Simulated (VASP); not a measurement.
A run of VASP 6.6.1 is set up as follows.

The input INCAR:

```
SYSTEM = Pt
ALGO     = Normal         ! electronic algorithm
EDIFF    = 1E-6           ! SCF threshold, eV
ENCUT    = 520            ! plane-wave cutoff, eV
ISIF     = 2              ! what is computed and relaxed
ISMEAR   = 0              ! smearing method
LASPH    = .TRUE.         ! aspherical terms in the spheres
LCHARG   = .FALSE.        ! write CHGCAR
LREAL    = .FALSE.        ! projectors in reciprocal space
LWAVE    = .FALSE.        ! write WAVECAR
NBANDS   = 17             ! bands
NELM     = 60             ! most SCF steps
PREC     = Accurate       ! precision mode
SIGMA    = 0.15           ! smearing width, eV
```

Contents of KPOINTS:

```
k-points
0
G
  21 21 10
  0 0 0
```

The input POSCAR:

```
Pt
1.0
    2.7082945876      0.0000000000      0.0000000000
   -1.3541472938      2.3454519138      0.0000000000
    0.0000000000      0.0000000000      4.6765103647
Pt
2
Direct
    0.6666666667      0.3333333333      0.7500000000
    0.3333333333      0.6666666667      0.2500000000
```

Potentials or basis: VASP PAW LDA potentials, release 64 (Pt).

Run with:

```sh
$ cat potpaw_LDA.64/Pt/POTCAR > POTCAR
$ mpirun -np 1 vasp_std > vasp.out
```

Problem. Estimate the band gap on the k mesh.

Solution. Zero (band 10 reaches 11.92 eV, above the bottom of band 11 at 10.54 eV).

Problem. Estimate the pressure.

Solution. 0.9 GPa.

Stress tensor (GPa, compression positive):
```
1.34 0.00 0.00
0.00 1.34 0.00
0.00 0.00 0.12
```

Caveat: spin-orbit coupling is left out, which moves the levels of the heavy elements.
